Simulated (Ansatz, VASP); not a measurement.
Two plane-wave programs on SnO

```
Sn O
1.0
     3.80200   -0.03802   -0.03802
    -0.03802    3.80200   -0.03802
    -0.04836   -0.04836    4.83600
Sn O
2 2
Cartesian
  -0.0305 1.8895 1.1344
  1.8642 -0.0558 3.6636
  0.0000 0.0000 0.0000
  1.8820 1.8820 -0.0380
```

Change from the starting cell: equal xy, yz and zx shear strains of -2 %, PAW files.

Alike in both runs: task electric field gradients; functional LDA; k mesh 6 × 6 × 5; occupations fermi-dirac, width 0.02 eV; no spin polarisation.

|  | VASP | Ansatz |
| --- | --- | --- |
| version | VASP 6.6.1 | Ansatz 0.2.0 |
| potentials or method | VASP PAW LDA potentials, release 64 (Sn_d, O) | PAW with Ansatz's default frozen-core files, scalar-relativistic |
| plane-wave cutoff (eV) | 520 | 420 |
| valence electrons in the cell | 40 | 40 |

Ansatz gave:

```
pressure (GPa)                                                : -2.7
traceless stress, the component that is largest in VASP (GPa) : 1.71
rms of the force components (eV/Å)                            : 0.122
size of Vzz on the site where it differs most (V/Å²)          : 172.5
```

Task: Estimate VASP's values.

Result: Pressure (GPa): -2.4; traceless stress, the component that is largest in VASP (GPa): 1.70; rms of the force components (eV/Å): 0.094; size of Vzz on the site where it differs most (V/Å²): 167.0.

LDA's correlation is that of Perdew and Zunger in VASP and of Perdew and Wang (1992) in Ansatz. Atom by atom the forces differ by 0.044 eV/Å (rms over components).
